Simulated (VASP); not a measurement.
## Hf: single point with PBEsol

Hf:

```
Hf
1.0
     3.19670    0.00000    0.00000
    -1.59835    2.76842    0.00000
     0.00000    0.00000    5.43713
Hf
2
Direct
  0.33333 0.66667 0.25000
  0.66667 0.33333 0.75000
```

This cell differs from its parent crystal: strain +0.0750 x Voigt [0, 0, 1, 0, 0, 0].

```
Program             : VASP 6.6.1
Task                : single point
Functional          : PBEsol
Potentials or basis : VASP PAW PBE potentials, release 64 (Hf_pv)
Cutoff              : 520 eV
k mesh              : 18 × 18 × 10
Occupations         : gaussian, width 0.15 eV
Spin                : no spin polarisation
```

```yaml
Pressure: -10.4 GPa
Band_gap_on_the_k_mesh: zero (band 10 reaches 5.03 eV, above the bottom of band 11 at 3.86 eV)
```

Stress tensor (GPa, compression positive):
```
 -7.98   0.00   0.00
  0.00  -7.98   0.00
  0.00   0.00 -15.38
```

Levels at points of the mesh, in eV from the Fermi level:
```
           k point  band 7  band 8  band 9  band 10  band 11  band 12  band 13  band 14
(0.00, 0.00, 0.00)   -7.11   -3.72   -0.06     0.77     1.29     1.29     1.87     1.87
(0.50, 0.00, 0.00)   -3.13   -2.52   -2.07    -0.58     0.47     1.19     1.26     5.65
(0.00, 0.00, 0.50)   -5.46   -5.46   -0.16    -0.16     1.30     1.30     1.30     1.30
(0.50, 0.00, 0.50)   -3.16   -3.16   -1.03    -1.03     1.06     1.06     2.79     2.79
```

It took 2.9 min on 1 thread of Intel Xeon 6975P-C, on a shared host, peak memory 0.27 GiB.

Caveat: the cell differs from its parent crystal (strain +0.0750 x Voigt [0, 0, 1, 0, 0, 0]); the PAW data sets were made with another functional, which shifts forces and pressure a little; spin-orbit coupling is left out, which moves the levels of the heavy elements.
